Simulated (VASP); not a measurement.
A run of VASP 6.6.1 is set up as follows.

Contents of INCAR:

```
ALGO = Normal
EDIFF = 1E-6
ENCUT = 520
GGA = PE
ISIF = 2
ISMEAR = 0
LASPH = True
LCHARG = False
LREAL = False
LWAVE = False
NBANDS = 32
NELM = 100
PREC = Accurate
SIGMA = 0.1
```

KPOINTS

```
k-points
0
Gamma
  6 6 6
```

The input POSCAR:

```
Ta2NbO2
1.0
    4.6921091600      0.0000000000      0.0000000000
   -2.3460545800      4.0634857300      0.0000000000
    0.0000000000      0.0000000000      3.5857735900
Ta Nb O
2 1 2
Direct
    0.3333333300      0.6666666700      0.5000000000
    0.6666666700      0.3333333300      0.5000000000
    0.0000000000      0.0000000000      0.0000000000
    0.3333333300      0.6666666700      0.0000000000
    0.6666666700      0.3333333300      0.0000000000
```

Potentials or basis: VASP PAW PBE potentials, release 64 (Ta_pv, Nb_sv, O).

Command:

```sh
$ cat potpaw_PBE.64/Ta_pv/POTCAR potpaw_PBE.64/Nb_sv/POTCAR potpaw_PBE.64/O/POTCAR > POTCAR
$ mpirun -np 1 vasp_std > vasp.out
```

Task: Estimate the pressure.

Result: 44.6 GPa.

Stress tensor (GPa, compression positive):
```
  5.14   0.00   0.00
  0.00   5.14   0.00
  0.00   0.00 123.58
```

Caveat: an odd number of electrons without spin polarisation forces a metal; a magnetic or distorted state may lie lower.
